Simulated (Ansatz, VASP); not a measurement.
**Two plane-wave programs on B**

```xyz
8
Lattice="-1.4693 2.6625 0.0000 0.0001 0.0000 -3.2661 -4.4054 -2.6612 0.0002" Properties=species:S:1:pos:R:3 pbc="T T T"
B    -4.4107   -0.8290   -1.3392
B    -1.4734   -0.8297   -1.3393
B    -2.9421   -0.8294   -0.2936
B    -1.4740    1.8325   -0.2937
B    -4.4012    0.8310   -1.9267
B    -1.4639    0.8303   -1.9267
B    -4.4006   -1.8312   -2.9722
B    -2.9325    0.8307   -2.9723
```

Change from the starting cell: alpha-gallium type (Cmce, No. 64); cell x2, atoms moved at random (sigma 0.1 Å) and cell strained at random (1.5 %), then relaxed without symmetry.

Alike in both runs: functional PBE; k mesh 8 × 8 × 6; occupations gaussian, width 0.1 eV; no spin polarisation.

Ansatz relaxed the structure, and its values are those at the end. VASP's run is a single point on that final structure, the one shown.

```csv
,VASP,Ansatz
version,VASP 6.6.1,Ansatz 0.2.0
potentials or method,"VASP PAW PBE potentials, release 64 (B), cutoff 520 eV","scalar-relativistic, plane waves, PAW"
valence electrons in the cell,24,24
```

Ansatz gave:

- gap on the k mesh at the Fermi level (eV): none
- pressure (GPa): -0.1

Question: Which values does VASP return?

Answer: gap on the k mesh at the Fermi level (eV): none; pressure (GPa): 0.0.

A gap of «none» marks a metal or a gap that the smearing closes. With one functional, cell and mesh, what is left measures potentials, basis and numerics.
